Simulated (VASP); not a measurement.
A run of VASP 6.6.1 is set up as follows.

File INCAR:

```
SYSTEM = LiF
PREC = Accurate
ENCUT = 520
EDIFF = 1E-6
ISMEAR = 0
SIGMA = 0.05
LREAL = .FALSE.
LASPH = .TRUE.
NELM = 60
ALGO = Normal
ISIF = 2
LWAVE = .FALSE.
LCHARG = .TRUE.
GGA = PS
LELF = .TRUE.
LVHAR = .TRUE.
NBANDS = 12
```

File KPOINTS:

```
regular mesh
0
G
  10 10 10
  0 0 0
```

File POSCAR:

```
LiF
1.0
    0.0000000000      2.0140000000      2.0140000000
    2.2405750000      0.0000000000      2.0140000000
    2.2405750000      2.0140000000      0.0000000000
Li F
1 1
Direct
    0.0000000000      0.0000000000      0.0000000000
    0.5000000000      0.5000000000      0.5000000000
```

Potentials or basis: VASP PAW PBE potentials, release 64 (Li_sv, F).

Run with:

```console
$ cat potpaw_PBE.64/Li_sv/POTCAR potpaw_PBE.64/F/POTCAR > POTCAR
$ mpirun -np 1 vasp_std > vasp.out
```

Q: Predict the band gap on the k mesh.

A: 7.93 eV, direct.

Caveat: the cell differs from its parent crystal (strain +0.1125 x Voigt [1, 0, 0, 0, 0, 0]). A k mesh can miss the band edges.
